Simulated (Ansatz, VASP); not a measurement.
## One calculation of TaN, two programs

INCAR

```
PREC = Accurate
ENCUT = 520
EDIFF = 1E-6
ISMEAR = -1
SIGMA = 0.02
LREAL = F
LASPH = T
NELM = 100
ALGO = Normal
ISIF = 2
LWAVE = F
LCHARG = T
GGA = PE
LELF = T
LVHAR = T
NBANDS = 15
```

Contents of KPOINTS:

```
regular mesh
0
Gamma
  12 12 10
```

File POSCAR:

```
TaN
1.0
    2.9379988584     -0.0146899943     -0.0146899943
   -1.4817213374      2.5517266448     -0.0053769111
   -0.0144150000     -0.0144150000      2.8830000000
Ta N
1 1
Direct
    0.3333333333      0.6666666667      0.5000000000
    0.0000000000      0.0000000000      0.0000000000
```

Input for Ansatz:

```yaml
crystal:
  lattice:
    - [2.9379988584, -0.0146899943, -0.0146899943]
    - [-1.4817213374, 2.5517266448, -0.0053769111]
    - [-0.014415, -0.014415, 2.883]
  atoms:
    - { symbol: Ta, position: [0.3333333333, 0.6666666667, 0.5] }
    - { symbol: "N", position: [0.0, 0.0, 0.0] }
kpoints:
  mp_grid: { grid: [12, 12, 10] }
  band_path:
    path:
      - [0.0, 0.0, 0.0]
      - [0.0, 0.0, 0.5]
      - [-0.5, 0.5, 0.0]
      - [0.0, 0.0, 0.0]
      - [0.0, -0.5, 0.0]
      - [-0.5, 0.0, 0.5]
      - [0.0, 0.0, 0.0]
      - [-0.5, 0.0, 0.0]
      - [0.0, -0.5, 0.5]
    npoints: 5
scf:
  occupations: { method: fermi_dirac, width: 0.02 }
hamiltonian:
  xc: pbe
  pseudopotentials: { kind: all_electron, lapw: { basis_error: 0.0005 } }
output:
  forces: true
  stress: true
  eigenvalues: true
```

Change from the starting cell: equal xy, yz and zx shear strains of -1 %.

Alike in both runs: task single point; functional PBE; k mesh 12 × 12 × 10; occupations fermi-dirac, width 0.02 eV; no spin polarisation.

|  | VASP | Ansatz |
| --- | --- | --- |
| version | VASP 6.6.1 | Ansatz 0.2.0 |
| potentials or method | VASP PAW PBE potentials, release 64 (Ta_pv, N), cutoff 520 eV | all-electron LAPW, scalar-relativistic |

VASP gave:

| Property | Result |
| --- | --- |
| pressure (GPa) | 5.5 |
| traceless stress, the component that is largest in VASP (GPa) | 2.51 |
| rms of the force components (eV/Å) | 0.014 |

**Question.** Which values does Ansatz return?

**Answer.** Pressure (GPa): 5.0; traceless stress, the component that is largest in VASP (GPa): 2.48; rms of the force components (eV/Å): 0.014.

Atom by atom the forces differ by 0.001 eV/Å (rms over components). Ansatz ran all-electron here, and VASP with PAW potentials.

Spin-orbit coupling is off throughout.
